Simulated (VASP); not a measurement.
# AgI (Iodargyrite) (P6_3mc) in VASP: notebook

The runs below take AgI (Iodargyrite) through single point, with PBE.

All numbers are computed with VASP 6.6.1; they aren't measurements. Logs are shortened: lines on timing, memory, paths and dates and some standing lists are left out, and cuts for length are marked.

## 1. The cell of the first run

Symmetry: P6_3mc, No. 186, hexagonal system. Conventional cell: a = 4.590 Å, b = 4.590 Å, c = 7.520 Å, α = 90.00°, β = 90.00°, γ = 120.00°. Ag (site symmetry 3m) has 4 I at 2.78 to 2.82 Å within 3.7 Å. I (site symmetry 3m) has 4 Ag at 2.78 to 2.82 Å within 3.7 Å.

## 2. Single point, PBE

File INCAR:

```
SYSTEM = AgI
PREC = Accurate
ENCUT = 500
EDIFF = 1E-6
ISMEAR = 0
SIGMA = 0.01
LREAL = .False.
LASPH = .True.
NELM = 120
ALGO = Normal
ISIF = 2
LWAVE = .False.
LCHARG = .False.
GGA = PE
NBANDS = 26
GGA_COMPAT = .False.
```

File KPOINTS:

```
Automatic mesh
0
Gamma
  2 2 1
  0 0 0
```

File POSCAR:

```
AgI
1.0
    4.5900000000      0.0000000000      0.0000000000
   -2.2950000000      3.9751000000      0.0000000000
    0.0000000000      0.0000000000      7.5200000000
Ag I
2 2
Direct
    0.6666666667      0.3333333333      0.6300000000
    0.3333333333      0.6666666667      0.1300000000
    0.6666666667      0.3333333333      0.0000000000
    0.3333333333      0.6666666667      0.5000000000
```

Potentials or basis: VASP PAW PBE potentials, release 64 (Ag, I).

Started as:

```console
> cat potpaw_PBE.64/Ag/POTCAR potpaw_PBE.64/I/POTCAR > POTCAR
> mpirun -np 1 vasp_std > vasp.out
```

OUTCAR:

```text
SYSTEM = AgI
   PREC = Accurate
   ENCUT = 500
   EDIFF = 1E-6
   ISMEAR = 0
   LREAL = .False.
   LASPH = .True.
   NELM = 120
   ISIF = 2
   GGA = PE

 ion  position               nearest neighbor table
   1  0.667  0.333  0.630-   3 2.78   4 2.82   4 2.82   4 2.82
   2  0.333  0.667  0.130-   4 2.78   3 2.82   3 2.82   3 2.82
   3  0.667  0.333  0.000-   1 2.78   2 2.82   2 2.82   2 2.82
   4  0.333  0.667  0.500-   2 2.78   1 2.82   1 2.82   1 2.82

  LATTYP: Found a hexagonal cell.
 ALAT       =     4.5900000000
 C/A-ratio  =     1.6383442266

  Lattice vectors:

 A1 = (   4.5900000000,   0.0000000000,   0.0000000000)
 A2 = (  -2.2950000000,   3.9751000000,   0.0000000000)
 A3 = (   0.0000000000,   0.0000000000,   7.5200000000)

Analysis of symmetry for initial positions (statically):
=====================================================================
 Subroutine PRICEL returns:
 Original cell was already a primitive cell.

 Routine SETGRP: Setting up the symmetry group for a
 hexagonal supercell.

 Subroutine GETGRP returns: Found 12 space group operations
 (whereof  6 operations were pure point group operations)
 out of a pool of 24 trial point group operations.

The static configuration has the point symmetry C_3v.
 The point group associated with its full space group is C_6v.

Analysis of symmetry for dynamics (positions and initial velocities):
=====================================================================
 Subroutine PRICEL returns:
 Original cell was already a primitive cell.

 Routine SETGRP: Setting up the symmetry group for a
 hexagonal supercell.

 Subroutine GETGRP returns: Found 12 space group operations
 (whereof  6 operations were pure point group operations)
 out of a pool of 24 trial point group operations.

The dynamic configuration has the point symmetry C_3v.
 The point group associated with its full space group is C_6v.

 Subroutine INISYM returns: Found 12 space group operations
 (whereof  6 operations are pure point group operations),
 and found     1 'primitive' translations

----------------------------------------------------------------------------------------

                                     Primitive cell

  volume of cell :     137.2077

  direct lattice vectors                    reciprocal lattice vectors
     4.590000000  0.000000000  0.000000000     0.217864924  0.125782999  0.000000000
    -2.295000000  3.975100000  0.000000000     0.000000000  0.251565998  0.000000000
     0.000000000  0.000000000  7.520000000     0.000000000  0.000000000  0.132978723
[... 73 lines left out ...]
   POTIM  = 0.5000    time-step for ionic-motion
   TEBEG  =    0.0;   TEEND  =   0.0 temperature during run
   PSTRESS=    0.0 pullay stress
   NELECT =      36.0000    total number of electrons
   NUPDOWN=      -1.0000    fix difference up-down
   EMIN   =  10.00;   EMAX   =-10.00  energy-range for DOS
   EFERMI =   0.00;   METHOD = LEGACY
   ISMEAR =     0;   SIGMA  =   0.01  broadening in eV -4-tet -1-fermi 0-gaus
   EFERMI_NEDOS =   21; number of points for ismear=-14 and -15
   IALGO  =     38    algorithm
   IMIX   =      4    mixing-type and parameters
     AMIX     =   0.40;   BMIX     =  1.00
     AMIX_MAG =   1.60;   BMIX_MAG =  1.00
  volume/ion in A,a.u.               =      34.30       231.48
  Fermi-wavevector in a.u.,A,eV,Ry     =   1.048052  1.980531 14.944814  1.098413
  Thomas-Fermi vector in A             =   2.182958
   LORBIT       =      0    0 simple, 1 ext, 2 COOP (PROOUT), +10 PAW based schemes
   GGA     = PE    functional components
   LHFCALC =     F    Hartree Fock is set to
   AEXX    =    0.0000 exact exchange contribution
   IVDW    =     0    specifies the selected vdW correction
   LEPSILON=     F    determine dielectric tensor
   LRPA    =     F    only Hartree local field effects (RPA)
 non-spin polarized calculation
 Gauss-broadening in eV      SIGMA  =   0.01
  energy-cutoff  :      500.00
  volume of cell :      137.21
 maximum number of plane-waves:      3490
 NGX is ok and might be reduce to    36
   NGX = 17   NGY = 17   NGZ = 27

 number of electron      36.0000017 magnetization

 Free energy of the ion-electron system (eV)
  ---------------------------------------------------
  ext. energy  EPLUGINS =         0.00000000
  ---------------------------------------------------
  free energy    TOTEN  =        -9.00435265 eV

  energy without entropy =       -9.00435265  energy(sigma->0) =       -9.00435265

 E-fermi :   3.2261     XC(G=0):  -8.3882

 val. band max:        3.1613758731   @ k =   0.0000   0.0000   0.0000
 cond. band min:       4.5104937107   @ k =   0.0000   0.0000   0.0000
 fundamental gap:      1.3491178376
 Fermi energy:         3.2261279236

 k-point     1 :       0.0000    0.0000    0.0000
  band No.  band energies     occupation
      1      -9.5681      2.00000
      2      -9.2690      2.00000
      3      -1.1170      2.00000
      4      -1.0425      2.00000
      5      -1.0424      2.00000
      6      -0.9947      2.00000
[... 18 lines left out ...]
     25       9.8195      0.00000
     26      10.5381      0.00000

 k-point     2 :       0.5000    0.0000    0.0000
  band No.  band energies     occupation
      1      -9.2748      2.00000
      2      -9.1752      2.00000
      3      -1.1521      2.00000
      4      -1.0222      2.00000
      5      -0.9078      2.00000
      6      -0.7847      2.00000
[... 18 lines left out ...]
     25      10.7160      0.00000
     26      12.4309      0.00000

------------------------ aborting loop because EDIFF is reached ----------------------------------------

  FORCE on cell =-STRESS in cart. coord.  units (eV):
  Direction    XX          YY          ZZ          XY          YZ          ZX
  --------------------------------------------------------------------------------------
  -------------------------------------------------------------------------------------
  Total        3.5234641      3.5235410      0.3283194      0.0000000      0.0000000     -0.0000000
  in kB       41.1435582     41.1444566      3.8337917      0.0000000      0.0000000     -0.0000000
  external PRESSURE =      28.7072688 kB  Pullay stress =       0.0000000 kB

 VOLUME and BASIS-vectors are now :
 -----------------------------------------------------------------------------
  energy-cutoff  :      500.00
  volume of cell :      137.21
      direct lattice vectors                 reciprocal lattice vectors
     4.590000000  0.000000000  0.000000000     0.217864924  0.125782999  0.000000000
    -2.295000000  3.975100000  0.000000000     0.000000000  0.251565998  0.000000000
     0.000000000  0.000000000  7.520000000     0.000000000  0.000000000  0.132978723

 POSITION                                       TOTAL-FORCE (eV/Angst)
 -----------------------------------------------------------------------------------
      2.29500      1.32503      4.73760         0.000000     -0.000000      0.015341
     -0.00000      2.65007      0.97760        -0.000000      0.000000      0.015341
      2.29500      1.32503      0.00000         0.000000      0.000000     -0.015341
     -0.00000      2.65007      3.76000         0.000000      0.000000     -0.015341
 -----------------------------------------------------------------------------------
    total drift:                               -0.000000      0.000000      0.000537

  FREE ENERGIE OF THE ION-ELECTRON SYSTEM (eV)
  ---------------------------------------------------
  free  energy   TOTEN  =        -9.0043526513 eV

  energy  without entropy=       -9.0043526513  energy(sigma->0) =       -9.00435265
```

OSZICAR:

```text
N       E                     dE             d eps       ncg     rms          rms(c)
DAV:   1     0.208215873571E+03    0.20822E+03   -0.15382E+04   104   0.115E+03
DAV:   2     0.175515843864E+01   -0.20646E+03   -0.19962E+03   116   0.234E+02
DAV:   3    -0.902869592117E+01   -0.10784E+02   -0.10724E+02   120   0.523E+01
DAV:   4    -0.923239146810E+01   -0.20370E+00   -0.20361E+00   126   0.720E+00
DAV:   5    -0.923901214733E+01   -0.66207E-02   -0.66206E-02   126   0.116E+00    0.686E+00
DAV:   6    -0.900379660388E+01    0.23522E+00   -0.72051E-01   108   0.919E+00    0.528E+00
DAV:   7    -0.900250187916E+01    0.12947E-02   -0.21382E-01   106   0.204E+00    0.238E+00
DAV:   8    -0.900386663794E+01   -0.13648E-02   -0.10065E-02   118   0.795E-01    0.542E-01
DAV:   9    -0.900415301657E+01   -0.28638E-03   -0.20718E-03   118   0.386E-01    0.162E-01
DAV:  10    -0.900429076595E+01   -0.13775E-03   -0.37388E-04   118   0.167E-01    0.321E-02
DAV:  11    -0.900436189353E+01   -0.71128E-04   -0.16187E-04   116   0.721E-02    0.664E-02
DAV:  12    -0.900435121007E+01    0.10683E-04   -0.10205E-05   110   0.284E-02    0.432E-02
DAV:  13    -0.900435375358E+01   -0.25435E-05   -0.31424E-05   108   0.233E-02    0.335E-02
DAV:  14    -0.900435252971E+01    0.12239E-05   -0.37332E-06   116   0.116E-02    0.127E-02
DAV:  15    -0.900435265130E+01   -0.12159E-06   -0.78907E-08    58   0.182E-03
   1 F= -.90043527E+01 E0= -.90043527E+01  d E =-.171000E-20
```

stdout:

```text
POSCAR found type information on POSCAR AgI
 POSCAR found :  2 types and       4 ions
 scaLAPACK will be used
 LDA part: xc-table for (Slater+PW92), standard interpolation
 POSCAR, INCAR and KPOINTS ok, starting setup
 FFT: planning ... GRIDC
 FFT: planning ... GRID_SOFT
 FFT: planning ... GRID
 WAVECAR not read
 entering main loop
```

It took 13 s on 1 thread of Intel Xeon Platinum 8375C at 2.90GHz (Ice Lake), shared host; peak memory 0.23 GiB.

Results:

- Free energy: -9.0044 eV
- Pressure: 2.9 GPa
- Largest force: 0.015 eV/Å
- Band gap on the k mesh: 1.35 eV, direct

Forces on the atoms (eV/Å):
```
Ag   0.000  0.000  0.015
Ag   0.000  0.000  0.015
I    0.000  0.000 -0.015
I    0.000  0.000 -0.015
```

Stress tensor (GPa, compression positive):
```
4.11 0.00 0.00
0.00 4.11 0.00
0.00 0.00 0.38
```

Caveat: the k points lie up to 0.84 Å⁻¹ apart; spin-orbit coupling is left out, which moves the levels of the heavy elements.

## 3. Single point, PBE

File INCAR:

```
ALGO = Normal
EDIFF = 1E-6
ENCUT = 500
GGA = PE
GGA_COMPAT = False
ISIF = 2
ISMEAR = 0
LASPH = True
LCHARG = True
LELF = True
LREAL = False
LVHAR = True
LWAVE = False
NBANDS = 26
NELM = 120
PREC = Accurate
SIGMA = 0.01
```

File KPOINTS:

```
k-points
0
Gamma
  3 3 2
```

POSCAR is that of step 2.

Potentials or basis: VASP PAW PBE potentials, release 64 (Ag, I).

Started as:

```console
> cat potpaw_PBE.64/Ag/POTCAR potpaw_PBE.64/I/POTCAR > POTCAR
> mpirun -np 1 vasp_std > vasp.out
```

OUTCAR:

```text
EDIFF = 1E-6
   ENCUT = 500
   GGA = PE
   ISIF = 2
   ISMEAR = 0
   LASPH = True
   LREAL = False
   NELM = 120
   PREC = Accurate

 ion  position               nearest neighbor table
   1  0.667  0.333  0.630-   3 2.78   4 2.82   4 2.82   4 2.82
   2  0.333  0.667  0.130-   4 2.78   3 2.82   3 2.82   3 2.82
   3  0.667  0.333  0.000-   1 2.78   2 2.82   2 2.82   2 2.82
   4  0.333  0.667  0.500-   2 2.78   1 2.82   1 2.82   1 2.82

  LATTYP: Found a hexagonal cell.
[... 354 lines left out ...]
  FORCE on cell =-STRESS in cart. coord.  units (eV):
  Direction    XX          YY          ZZ          XY          YZ          ZX
  --------------------------------------------------------------------------------------
  -------------------------------------------------------------------------------------
  Total        1.7389146      1.7389526      1.8144826      0.0000000      0.0000000      0.0000000
  in kB       20.3053393     20.3057827     21.1877484      0.0000000      0.0000000      0.0000000
  external PRESSURE =      20.5996235 kB  Pullay stress =       0.0000000 kB

 VOLUME and BASIS-vectors are now :
 -----------------------------------------------------------------------------
  energy-cutoff  :      500.00
  volume of cell :      137.21
      direct lattice vectors                 reciprocal lattice vectors
     4.590000000  0.000000000  0.000000000     0.217864924  0.125782999  0.000000000
    -2.295000000  3.975100000  0.000000000     0.000000000  0.251565998  0.000000000
     0.000000000  0.000000000  7.520000000     0.000000000  0.000000000  0.132978723

 POSITION                                       TOTAL-FORCE (eV/Angst)
 -----------------------------------------------------------------------------------
      2.29500      1.32503      4.73760        -0.000000      0.000000     -0.041215
     -0.00000      2.65007      0.97760        -0.000000     -0.000000     -0.041215
      2.29500      1.32503      0.00000         0.000000      0.000000      0.041215
     -0.00000      2.65007      3.76000        -0.000000     -0.000000      0.041215
 -----------------------------------------------------------------------------------
    total drift:                               -0.000000      0.000000      0.000515

  FREE ENERGIE OF THE ION-ELECTRON SYSTEM (eV)
  ---------------------------------------------------
  free  energy   TOTEN  =        -9.4385832992 eV

  energy  without entropy=       -9.4385832992  energy(sigma->0) =       -9.43858330
```

stdout:

```text
POSCAR found type information on POSCAR AgI
 POSCAR found :  2 types and       4 ions
 scaLAPACK will be used
 LDA part: xc-table for (Slater+PW92), standard interpolation
 POSCAR, INCAR and KPOINTS ok, starting setup
 FFT: planning ... GRIDC
 FFT: planning ... GRID_SOFT
 FFT: planning ... GRID
 WAVECAR not read
 entering main loop
```

It took 22 s on 1 thread of Intel Xeon Platinum 8375C at 2.90GHz (Ice Lake), shared host; peak memory 0.24 GiB.

What came out:

```yaml
Free_energy: -9.4386 eV
Pressure: 2.1 GPa
Largest_force: 0.041 eV/Å
Band_gap_on_the_k_mesh: 1.37 eV, direct
```

Forces on the atoms (eV/Å):
```
Ag   0.000  0.000 -0.041
Ag   0.000  0.000 -0.041
I    0.000  0.000  0.041
I    0.000  0.000  0.041
```

Levels at points of the mesh, in eV from the valence-band top:
| k point | band 15 | band 16 | band 17 | band 18 | band 19 | band 20 | band 21 | band 22 |
| --- | --- | --- | --- | --- | --- | --- | --- | --- |
| (0.00, 0.00, 0.00) | -0.75 | -0.04 | 0.00 | 0.00 | 1.37 | 2.69 | 5.76 | 5.76 |
| (0.00, 0.00, 0.50) | -0.39 | -0.39 | -0.39 | -0.39 | 2.69 | 2.69 | 5.67 | 5.67 |

Caveat: the k points lie up to 0.53 Å⁻¹ apart; spin-orbit coupling is left out, which moves the levels of the heavy elements. As with any semilocal functional, this PBE gap is likely too small.

## 4. Single point, PBE

Changes to INCAR since step 3:

```diff
@@ -8,6 +8,4 @@
 LASPH = True
-LCHARG = True
-LELF = True
+LCHARG = False
 LREAL = False
-LVHAR = True
 LWAVE = False
```

File KPOINTS:

```
k-points
0
Gamma
  4 4 3
```

POSCAR is that of step 3.

Started as:

```console
> cat potpaw_PBE.64/Ag/POTCAR potpaw_PBE.64/I/POTCAR > POTCAR
> mpirun -np 1 vasp_std > vasp.out
```

Wall time 25 s (1 thread of Intel Xeon Platinum 8375C at 2.90GHz (Ice Lake), shared host); peak memory 0.25 GiB.

It converged, with:

```
Free energy            : -9.5171 eV
Pressure               : 1.8 GPa
Largest force          : 0.072 eV/Å
Band gap on the k mesh : 1.38 eV, direct
```

Forces in eV/Å, atoms in the order of the input:
```
Ag   0.000  0.000 -0.072
Ag   0.000  0.000 -0.072
I    0.000  0.000  0.072
I    0.000  0.000  0.072
```

Stress tensor (GPa, compression positive):
```
1.67 0.00 0.00
0.00 1.67 0.00
0.00 0.00 2.17
```

Levels at points of the mesh, in eV from the valence-band top:
| k point | band 16 | band 17 | band 18 | band 19 | band 20 | band 21 |
| --- | --- | --- | --- | --- | --- | --- |
| (0.00, 0.00, 0.00) | -0.04 | 0.00 | 0.00 | 1.38 | 2.69 | 5.77 |
| (0.50, 0.00, 0.00) | -1.79 | -1.04 | -0.67 | 3.34 | 3.61 | 4.81 |

Caveat: spin-orbit coupling is left out, which moves the levels of the heavy elements. A hybrid or GW would open this gap; PBE tends to underestimate it.

## 5. Single point, PBE

File INCAR:

```
SYSTEM = AgI
ALGO = Normal
EDIFF = 1E-6
ENCUT = 500
GGA = PE
GGA_COMPAT = .False.
ISIF = 2
ISMEAR = 0
LASPH = .True.
LCHARG = .False.
LREAL = .False.
LWAVE = .False.
NBANDS = 26
NELM = 120
PREC = Accurate
SIGMA = 0.01
```

File KPOINTS:

```
k-points
0
Gamma
  6 6 3
  0 0 0
```

POSCAR is that of step 4.

Started as:

```console
> cat potpaw_PBE.64/Ag/POTCAR potpaw_PBE.64/I/POTCAR > POTCAR
> mpirun -np 1 vasp_std > vasp.out
```

Wall time 37 s (1 thread of Intel Xeon Platinum 8375C at 2.90GHz (Ice Lake), shared host); peak memory 0.26 GiB.

The run converged. Its results:

```
Free energy            : -9.5342 eV
Pressure               : 1.8 GPa
Largest force          : 0.081 eV/Å
Band gap on the k mesh : 1.38 eV, direct
```

Forces on the atoms (eV/Å):
```
Ag   0.000  0.000 -0.081
Ag   0.000  0.000 -0.081
I    0.000  0.000  0.081
I    0.000  0.000  0.081
```

Stress tensor (GPa, compression positive):
```
1.57 0.00 0.00
0.00 1.57 0.00
0.00 0.00 2.18
```

Levels at points of the mesh, in eV from the valence-band top:
| k point | band 15 | band 16 | band 17 | band 18 | band 19 | band 20 | band 21 | band 22 |
| --- | --- | --- | --- | --- | --- | --- | --- | --- |
| (0.00, 0.00, 0.00) | -0.75 | -0.03 | 0.00 | 0.00 | 1.38 | 2.70 | 5.77 | 5.77 |
| (0.50, 0.00, 0.00) | -2.19 | -1.79 | -1.04 | -0.67 | 3.34 | 3.62 | 4.81 | 5.90 |

Caveat: spin-orbit coupling is left out, which moves the levels of the heavy elements. Expect the measured gap to be larger: semilocal functionals such as PBE lack the derivative discontinuity.

## 6. The runs side by side

```csv
k mesh,gap on the mesh (eV),pressure (GPa),largest force (eV/Å)
2 × 2 × 1,1.35,2.9,0.02
3 × 3 × 2,1.37,2.1,0.04
4 × 4 × 3,1.38,1.8,0.07
6 × 6 × 3,1.38,1.8,0.08
```

Alike in all rows: task single point; level PBE; potentials or basis VASP PAW PBE potentials, release 64 (Ag, I); no spin polarisation; cell as given; cutoff (eV) 500; smearing gaussian 0.01 eV.

Caveats: some runs use coarse meshes; spin-orbit coupling is left out, which moves the levels of the heavy elements.

Total energies depend on the potentials used, so only differences within one code and one set of settings carry meaning.
